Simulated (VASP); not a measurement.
CaMg15S16:

```
CELL_PARAMETERS angstrom
10.41811 0.00000 0.00000
0.00000 10.41811 0.00000
0.00000 0.00000 10.41811
ATOMIC_POSITIONS crystal
S 0.24990 0.99742 0.99663
S 0.25233 0.00000 0.49767
S 0.25037 0.50023 0.00149
S 0.25077 0.49916 0.49873
S 0.75245 0.00046 0.99926
S 0.75038 0.00292 0.49967
S 0.74985 0.50224 0.99781
S 0.75311 0.49745 0.50105
S 0.99932 0.24915 0.99928
S 0.00187 0.24859 0.49993
S 0.00207 0.74969 0.00018
S 0.00132 0.74874 0.49859
S 0.50294 0.24984 0.99946
S 0.49908 0.25247 0.50055
S 0.50253 0.74903 0.00095
S 0.50253 0.75202 0.49835
S 0.00001 0.00142 0.25091
S 0.99988 0.00141 0.74768
S 0.00064 0.49825 0.25034
S 0.00184 0.50100 0.74566
S 0.50245 0.00114 0.25231
S 0.49929 0.00621 0.74901
S 0.50008 0.49823 0.24839
S 0.49925 0.50097 0.74826
S 0.25029 0.25122 0.25271
S 0.25114 0.24982 0.74810
S 0.25009 0.74906 0.24651
S 0.25294 0.74788 0.74721
S 0.75285 0.24684 0.25268
S 0.74913 0.24810 0.75162
S 0.75087 0.74966 0.24896
S 0.74744 0.75046 0.74703
Mg 0.00133 0.99956 0.99859
Mg 0.99826 0.00072 0.49794
Mg 0.00017 0.49969 0.99916
Mg 0.99883 0.50125 0.50045
Mg 0.50117 0.99904 0.99909
Mg 0.50040 0.00375 0.50152
Mg 0.49975 0.49913 0.99889
Mg 0.49988 0.50223 0.49756
Mg 0.25070 0.24947 0.99883
Mg 0.24850 0.74807 0.99854
Mg 0.25060 0.75031 0.50055
Mg 0.75031 0.24871 0.00060
Mg 0.74941 0.25056 0.49929
Mg 0.74962 0.75031 0.99891
Mg 0.75063 0.74934 0.50077
Mg 0.24985 0.00447 0.24862
Mg 0.25332 0.99857 0.75025
Mg 0.25350 0.50368 0.24768
Mg 0.74891 0.99640 0.24991
Mg 0.74805 0.99966 0.74942
Mg 0.75038 0.49876 0.24624
Mg 0.74654 0.49807 0.74986
Mg 0.99765 0.25203 0.25022
Mg 0.99832 0.24998 0.75070
Mg 0.00182 0.74832 0.25418
Mg 0.99967 0.75225 0.75176
Mg 0.49919 0.24991 0.25061
Mg 0.50119 0.25077 0.74626
Mg 0.50151 0.75058 0.24533
Mg 0.50115 0.74705 0.74791
Ca 0.24830 0.24806 0.49973
Ca 0.25149 0.49993 0.75414
```

| Property | Result |
| --- | --- |
| Program | VASP 6.6.1 |
| Task | relaxation of volume and atoms at fixed shape |
| Functional | PBEsol |
| Potentials or basis | VASP PAW PBE potentials, release 64 (S, Mg, Ca_sv) |
| Cutoff | 600 eV |
| k mesh | 1 × 1 × 1, shifted |
| Occupations | fermi-dirac, width 0.05 eV |
| Spin | no spin polarisation |

At the start: pressure 0.3 GPa; volume 17.67 Å³/atom.

Problem. How do energy, volume and symmetry change on relaxing?

Solution. Over 10 steps the energy falls by 13.5 meV/atom and the volume is 17.68 Å³/atom (+0.1 %); space group P1 (No. 1, to 0.1 Å) before, Cmmm (No. 65, to 0.1 Å).

Step by step:
| step | energy change (eV) | largest force (eV/Å) | pressure (GPa) | volume (Å³) |
| --- | --- | --- | --- | --- |
| 1 | 0.0000 | 1.5128 | 0.30 | 1130.75 |
| 2 | -0.6072 | 0.7261 | -0.25 | 1136.14 |
| 3 | -0.7654 | 0.2586 | -0.61 | 1140.67 |
| 4 | -0.8256 | 0.1733 | 0.22 | 1128.34 |
| 5 | -0.8268 | 0.1587 | 0.37 | 1126.30 |
| 6 | -0.8541 | 0.0769 | 0.14 | 1129.70 |
| 7 | -0.8592 | 0.1017 | -0.01 | 1131.90 |
| 8 | -0.8635 | 0.0481 | -0.02 | 1132.12 |
| 9 | -0.8650 | 0.0533 | -0.04 | 1132.34 |
| 10 | -0.8665 | 0.0284 | 0.03 | 1131.35 |

Final structure:
```
S Mg Ca
1.0
    10.41996    0.00000    0.00000
     0.00000   10.41996    0.00000
     0.00000    0.00000   10.41996
S Mg Ca
32 30 2
Cartesian
  2.6114 10.4036 0.0064
  2.6100 10.3229 5.1887
  2.6097 5.2207 0.0934
  2.6093 5.3047 5.1109
  7.8215 10.4133 10.4183
  7.8188 10.4068 5.2003
  7.8193 5.2100 0.0059
  7.8196 5.2242 5.1880
  10.4137 2.6050 10.4146
  10.3245 2.6088 5.2096
  0.0047 7.8115 10.4137
  10.4160 7.8141 5.2088
  5.2252 2.6056 10.4113
  5.3082 2.6136 5.2052
  5.2184 7.8122 10.4075
  5.2276 7.8193 5.2004
  0.0028 0.0022 2.6014
  10.4132 0.0035 7.8073
  10.4160 5.2082 2.6024
  10.3263 5.2098 7.8071
  5.2174 0.0039 2.5997
  5.2252 0.0053 7.8058
  5.2274 5.2107 2.5966
  5.3092 5.2100 7.8029
  2.6080 2.5952 2.5032
  2.6065 2.5102 7.9035
  2.6126 7.8320 2.5830
  2.6106 7.9121 7.8192
  7.8189 2.5972 2.5879
  7.8170 2.5892 7.8263
  7.8231 7.8145 2.5947
  7.8191 7.8268 7.8106
  0.0048 10.4163 10.4145
  10.4045 10.4030 5.2017
  10.4049 5.2097 0.0124
  10.3887 5.2287 5.1881
  5.2201 10.4173 10.4156
  5.2333 10.4110 5.2023
  5.2341 5.2106 0.0078
  5.2494 5.2363 5.1819
  2.6105 2.5821 0.0057
  2.6116 7.8277 0.0075
  2.6142 7.8264 5.1823
  7.8199 2.5995 0.0001
  7.8161 2.6045 5.2074
  7.8209 7.8133 10.4143
  7.8221 7.8153 5.2012
  2.6099 10.4079 2.5794
  2.6098 10.4083 7.8234
  2.6132 5.2337 2.5887
  7.8205 10.4114 2.5987
  7.8188 10.4169 7.8114
  7.8229 5.2060 2.5952
  7.8160 5.2088 7.8076
  10.4034 2.6034 2.5843
  10.3865 2.5895 7.8303
  0.0060 7.8163 2.6012
  10.4050 7.8363 7.8137
  5.2320 2.6053 2.5809
  5.2462 2.5930 7.8264
  5.2219 7.8199 2.5901
  5.2341 7.8361 7.8044
  2.6069 2.5909 5.1897
  2.6055 5.2240 7.8245
```

Caveat: the PAW data sets were made with another functional, which shifts forces and pressure a little.
